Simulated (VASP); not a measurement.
# LiCl (Cc) in VASP: single point with PBE

Aim: the single point of LiCl with PBE.

All numbers are computed with VASP 6.6.1; they aren't measurements. Logs are shortened: lines on timing, memory, paths and dates and some standing lists are left out, and cuts for length are marked.

### 1 The cell of the first run

It takes space group Cc (No. 9, monoclinic). The conventional cell has a = 3.808 Å, b = 6.612 Å, c = 6.366 Å, α = 90.00°, β = 90.07°, γ = 90.00°. Li (site symmetry 1) has 4 Cl at 2.15 to 2.68 Å within 2.8 Å. Cl (site symmetry 1) has 4 Li at 2.15 to 2.68 Å within 2.8 Å.

### 2 Single point, PBE (strained and its atoms moved)

File INCAR:

```
SYSTEM = LiCl
ALGO = Normal ; EDIFF = 1E-6
ENCUT = 520 ; GGA = PE
ISIF = 2 ; ISMEAR = 0
LASPH = .True. ; LCHARG = .False.
LREAL = .False. ; LWAVE = .False.
NBANDS = 18 ; NELM = 60
PREC = Accurate ; SIGMA = 0.02
```

File KPOINTS:

```
k-points
0
Gamma
  9 9 4
  0 0 0
```

File POSCAR:

```
LiCl
1.0
    3.8147500135      0.0041603751     -0.0011774647
   -1.9037720163      3.2974433951      0.0023902276
   -0.0019071483      0.0033692953      6.3656160241
Li Cl
2 2
Direct
    0.6505273746      0.3137777172      0.8975435075
    0.3494726254      0.6632503525      0.3975435075
    0.6602783432      0.3416251317      0.4774574925
    0.3397216568      0.6813467986      0.9774574925
```

Potentials or basis: VASP PAW PBE potentials, release 64 (Li_sv, Cl).

Started as:

```console
> cat potpaw_PBE.64/Li_sv/POTCAR potpaw_PBE.64/Cl/POTCAR > POTCAR
> mpirun -np 1 vasp_std > vasp.out
```

OUTCAR:

```text
SYSTEM = LiCl
   EDIFF = 1E-6
   ENCUT = 520
   GGA = PE
   ISIF = 2
   ISMEAR = 0
   LASPH = .True.
   LREAL = .False.
   NELM = 60
   PREC = Accurate

 ion  position               nearest neighbor table
   1  0.651  0.314  0.898-   4 2.15   4 2.30   4 2.34
   2  0.349  0.663  0.398-   3 2.15   3 2.30   3 2.34
   3  0.660  0.342  0.477-   2 2.15   2 2.30   2 2.34
   4  0.340  0.681  0.977-   1 2.15   1 2.30   1 2.34

  LATTYP: Found a base centered monoclinic cell.
 ALAT       =     3.8075565061
 B/A-ratio  =     1.7364175619
 C/A-ratio  =     2.6051442790
 COS(beta)  =    -0.7669186384

  Lattice vectors:

 A1 = (   1.9109779972,   3.3016037702,   0.0012127629)
 A2 = (  -3.8147500135,  -0.0041603751,   0.0011774647)
 A3 = (   3.8056368843,  -6.5915174949,   6.3608355689)

Analysis of symmetry for initial positions (statically):
=====================================================================
 Subroutine PRICEL returns:
 Original cell was already a primitive cell.

 Routine SETGRP: Setting up the symmetry group for a
 base centered monoclinic supercell.

 Subroutine GETGRP returns: Found  2 space group operations
 (whereof  1 operations were pure point group operations)
 out of a pool of  4 trial point group operations.

The static configuration has the point symmetry C_1 .
 The point group associated with its full space group is C_1h.

Analysis of symmetry for dynamics (positions and initial velocities):
=====================================================================
 Subroutine PRICEL returns:
 Original cell was already a primitive cell.

 Routine SETGRP: Setting up the symmetry group for a
 base centered monoclinic supercell.

 Subroutine GETGRP returns: Found  2 space group operations
 (whereof  1 operations were pure point group operations)
 out of a pool of  4 trial point group operations.

The dynamic configuration has the point symmetry C_1 .
 The point group associated with its full space group is C_1h.

 Subroutine INISYM returns: Found  2 space group operations
 (whereof  1 operations are pure point group operations),
 and found     1 'primitive' translations

----------------------------------------------------------------------------------------

                                     Primitive cell

  volume of cell :      80.1230

  direct lattice vectors                    reciprocal lattice vectors
     3.814750013  0.004160375 -0.001177465     0.261975420  0.151250960 -0.000001568
    -1.903772016  3.297443395  0.002390228    -0.000330583  0.303074506 -0.000160515
    -0.001907148  0.003369295  6.365616024     0.000048582 -0.000085824  0.157094047

  length of vectors
     3.814752464  3.807556506  6.365617201     0.302502849  0.303074729  0.157094078

  position of ions in fractional coordinates (direct lattice)
     0.650527375  0.313777717  0.897543508
     0.349472625  0.663250353  0.397543508
     0.660278343  0.341625132  0.477457493
     0.339721657  0.681346799  0.977457493

  ion indices of the primitive-cell ions
   primitive index   ion index
                 1           1
                 2           2
                 3           3
                 4           4

----------------------------------------------------------------------------------------

 KPOINTS: k-points

Automatic generation of k-mesh.
 Grid dimensions read from file:
 generate k-points for:    9    9    4

 Generating k-lattice:

  Cartesian coordinates                     Fractional coordinates (reciprocal lattice)
     0.029108380  0.016805662 -0.000000174     0.111111111  0.000000000  0.000000000
    -0.000036731  0.033674945 -0.000017835    -0.000000000  0.111111111 -0.000000000
     0.000012146 -0.000021456  0.039273512     0.000000000  0.000000000  0.250000000

  Length of vectors
     0.033611428  0.033674970  0.039273519

  Shift w.r.t. Gamma in fractional coordinates (k-lattice)
     0.000000000  0.000000000  0.000000000

 Subroutine IBZKPT returns following result:
 ===========================================

 Found     95 irreducible k-points:

 Following reciprocal coordinates:
            Coordinates               Weight
  0.000000  0.000000  0.000000      1.000000
  0.111111  0.000000  0.000000      2.000000
  0.222222 -0.000000  0.000000      2.000000
  0.333333 -0.000000  0.000000      2.000000
  0.444444 -0.000000  0.000000      2.000000
 -0.000000  0.111111 -0.000000      4.000000
[... 16 lines left out ...]
  0.222222  0.444444  0.000000      4.000000
 -0.333333  0.444444  0.000000      4.000000
 [... further k-points ...]
   k-points           NKPTS =     95   k-points in BZ     NKDIM =     95   number of bands    NBANDS=     18
   number of dos      NEDOS =    301   number of ions     NIONS =      4
   total plane-waves  NPLWV =  37632
   dimension x,y,z NGX =    28 NGY =   28 NGZ =   48
   dimension x,y,z NGXF=    56 NGYF=   56 NGZF=   96
   ions per type =               2   2
   NGX,Y,Z   is equivalent  to a cutoff of  12.20, 12.23, 12.54 a.u.
   NGXF,Y,Z  is equivalent  to a cutoff of  24.40, 24.45, 25.07 a.u.
 SYSTEM =  LiCl
   PREC   = accura    normal or accurate (medium, high low for compatibility)
   ISTART =      0    job   : 0-new  1-cont  2-samecut
   ICHARG =      2    charge: 1-file 2-atom 10-const
   ISPIN  =      1    spin polarized calculation?
   LNONCOLLINEAR =      F non collinear calculations
   LSORBIT =      F    spin-orbit coupling
   LASPH  =      T    aspherical Exc in radial PAW
   ENCUT  =  520.0 eV  38.22 Ry    6.18 a.u.   7.09  7.08 11.84*2*pi/ulx,y,z
   NELM   =     60;   NELMIN=  2; NELMDL= -5     # of ELM steps
   EDIFF  = 0.1E-05   stopping-criterion for ELM
   LREAL  =      F    real-space projection
   EDIFFG = 0.1E-04   stopping-criterion for IOM
   NSW    =      0    number of steps for IOM
   IBRION =     -1    ionic relax: 0-MD 1-quasi-New 2-CG
   NFREE  =      0    steps in history (QN), initial steepest desc. (CG)
   ISIF   =      2    stress and relaxation
   ISYM   =      2    0-nonsym 1-usesym 2-fastsym
   POTIM  = 0.5000    time-step for ionic-motion
   TEBEG  =    0.0;   TEEND  =   0.0 temperature during run
   PSTRESS=    0.0 pullay stress
   NELECT =      20.0000    total number of electrons
   NUPDOWN=      -1.0000    fix difference up-down
   EMIN   =  10.00;   EMAX   =-10.00  energy-range for DOS
   EFERMI =   0.00;   METHOD = LEGACY
   ISMEAR =     0;   SIGMA  =   0.02  broadening in eV -4-tet -1-fermi 0-gaus
   EFERMI_NEDOS =   21; number of points for ismear=-14 and -15
   IALGO  =     38    algorithm
   IMIX   =      4    mixing-type and parameters
     AMIX     =   0.40;   BMIX     =  1.00
     AMIX_MAG =   1.60;   BMIX_MAG =  1.00
  volume/ion in A,a.u.               =      20.03       135.17
  Fermi-wavevector in a.u.,A,eV,Ry     =   1.030780  1.947891 14.456279  1.062507
  Thomas-Fermi vector in A             =   2.164895
   LORBIT       =      0    0 simple, 1 ext, 2 COOP (PROOUT), +10 PAW based schemes
   GGA     = PE    functional components
   LHFCALC =     F    Hartree Fock is set to
   AEXX    =    0.0000 exact exchange contribution
   IVDW    =     0    specifies the selected vdW correction
   LEPSILON=     F    determine dielectric tensor
   LRPA    =     F    only Hartree local field effects (RPA)
 non-spin polarized calculation
 Gauss-broadening in eV      SIGMA  =   0.02
  energy-cutoff  :      520.00
  volume of cell :       80.12
 maximum number of plane-waves:      2185
   NGX = 15   NGY = 15   NGZ = 23

 number of electron      19.9999993 magnetization

 Free energy of the ion-electron system (eV)
  ---------------------------------------------------
  ext. energy  EPLUGINS =         0.00000000
  ---------------------------------------------------
  free energy    TOTEN  =       -14.65932361 eV

  energy without entropy =      -14.65932361  energy(sigma->0) =      -14.65932361

 E-fermi :  -0.6207     XC(G=0):  -7.7824

 val. band max:       -0.8757646493   @ k =   0.0000   0.0000   0.0000
 cond. band min:       5.0728582699   @ k =   0.0000   0.0000   0.0000
 fundamental gap:      5.9486229191
 Fermi energy:        -0.6207298752

 k-point     1 :       0.0000    0.0000    0.0000
  band No.  band energies     occupation
      1     -43.8071      2.00000
      2     -43.8058      2.00000
      3     -13.8366      2.00000
      4     -13.5154      2.00000
      5      -3.1089      2.00000
      6      -1.5451      2.00000
[... 10 lines left out ...]
     17       9.6682      0.00000
     18      10.0135      0.00000

 k-point     2 :       0.1111    0.0000    0.0000
  band No.  band energies     occupation
      1     -43.8069      2.00000
      2     -43.8057      2.00000
      3     -13.8075      2.00000
      4     -13.5020      2.00000
      5      -3.0325      2.00000
      6      -1.6334      2.00000
[... 10 lines left out ...]
     17       9.8362      0.00000
     18      10.3374      0.00000

 k-point     3 :       0.2222   -0.0000    0.0000
  band No.  band energies     occupation
      1     -43.8065      2.00000
      2     -43.8054      2.00000
      3     -13.7296      2.00000
      4     -13.4701      2.00000
      5      -2.8220      2.00000
      6      -2.0813      2.00000
[... 10 lines left out ...]
     17      10.1801      0.00000
     18      11.0541      0.00000

 k-point     4 :       0.3333   -0.0000    0.0000
  band No.  band energies     occupation
      1     -43.8058      2.00000
      2     -43.8050      2.00000
      3     -13.6304      2.00000
      4     -13.4404      2.00000
      5      -2.6974      2.00000
      6      -2.4192      2.00000
[... 375 lines left out ...]
      4     -13.4504      2.00000
      5      -2.9932      2.00000
      6      -2.5566      2.00000
[... 10 lines left out ...]
     17      10.7796      0.00000
     18      12.6857      0.00000

 k-point    23 :       0.2222    0.4444    0.0000
  band No.  band energies     occupation
      1     -43.8049      2.00000
      2     -43.8048      2.00000
      3     -13.5179      2.00000
      4     -13.4512      2.00000
      5      -2.9492      2.00000
      6      -2.4789      2.00000
[... 10 lines left out ...]
     17      10.7709      0.00000
     18      12.0122      0.00000

 k-point    24 :      -0.3333    0.4444    0.0000
  band No.  band energies     occupation
      1     -43.8053      2.00000
      2     -43.8049      2.00000
      3     -13.5806      2.00000
      4     -13.4476      2.00000
      5      -2.8409      2.00000
      6      -2.4793      2.00000
[... 10 lines left out ...]
     17      10.4849      0.00000
     18      12.0098      0.00000

 [... further k-points ...]

------------------------ aborting loop because EDIFF is reached ----------------------------------------

  FORCE on cell =-STRESS in cart. coord.  units (eV):
  Direction    XX          YY          ZZ          XY          YZ          ZX
  --------------------------------------------------------------------------------------
  -------------------------------------------------------------------------------------
  Total        1.7743705      2.4612000     -0.3550690     -0.5948009     -0.3383865      0.1953734
  in kB       35.4811597     49.2153314     -7.1001286    -11.8939220     -6.7665373      3.9067789
  external PRESSURE =      25.8654542 kB  Pullay stress =       0.0000000 kB

 VOLUME and BASIS-vectors are now :
 -----------------------------------------------------------------------------
  energy-cutoff  :      520.00
  volume of cell :       80.12
      direct lattice vectors                 reciprocal lattice vectors
     3.814750013  0.004160375 -0.001177465     0.261975420  0.151250960 -0.000001568
    -1.903772016  3.297443395  0.002390228    -0.000330583  0.303074506 -0.000160515
    -0.001907148  0.003369295  6.365616024     0.000048582 -0.000085824  0.157094047

 POSITION                                       TOTAL-FORCE (eV/Angst)
 -----------------------------------------------------------------------------------
      1.88253      1.04039      5.71340         0.056978      0.554215     -0.358528
      0.06972      2.18982      2.53178        -0.508454      0.227761     -0.358532
      1.86751      1.13085      3.03935         0.506820     -0.228705      0.358532
     -0.00304      2.25141      6.22335        -0.055344     -0.553271      0.358528
 -----------------------------------------------------------------------------------
    total drift:                                0.000299     -0.000441      0.000783

  FREE ENERGIE OF THE ION-ELECTRON SYSTEM (eV)
  ---------------------------------------------------
  free  energy   TOTEN  =       -14.6593236139 eV

  energy  without entropy=      -14.6593236139  energy(sigma->0) =      -14.65932361
```

Run time: 89 s. Hardware: 1 thread of Intel Xeon Platinum 8488C (Sapphire Rapids), shared host; peak memory 0.24 GiB.

What came out:

```
Free energy            : -14.6593 eV
Largest force          : 0.663 eV/Å
Band gap on the k mesh : 5.95 eV, direct
```

Forces in eV/Å, atoms in the order of the input:
```
Li   0.057  0.554 -0.359
Li  -0.508  0.228 -0.359
Cl   0.507 -0.229  0.359
Cl  -0.055 -0.553  0.359
```

Levels at points of the mesh, in eV from the valence-band top:
| k point | band 7 | band 8 | band 9 | band 10 | band 11 | band 12 | band 13 | band 14 |
| --- | --- | --- | --- | --- | --- | --- | --- | --- |
| (0.00, 0.00, 0.00) | -0.53 | -0.32 | -0.22 | 0.00 | 5.95 | 8.47 | 9.80 | 9.98 |
| (0.00, 0.00, 0.50) | -0.55 | -0.55 | -0.32 | -0.32 | 7.48 | 7.48 | 9.88 | 9.88 |

Caveat: the cell differs from its parent crystal (strained and its atoms moved); the cutoff is under 1.25 times the usual one of these potentials, so pressure, stress and relaxed cells hold a basis-set (Pulay) error.
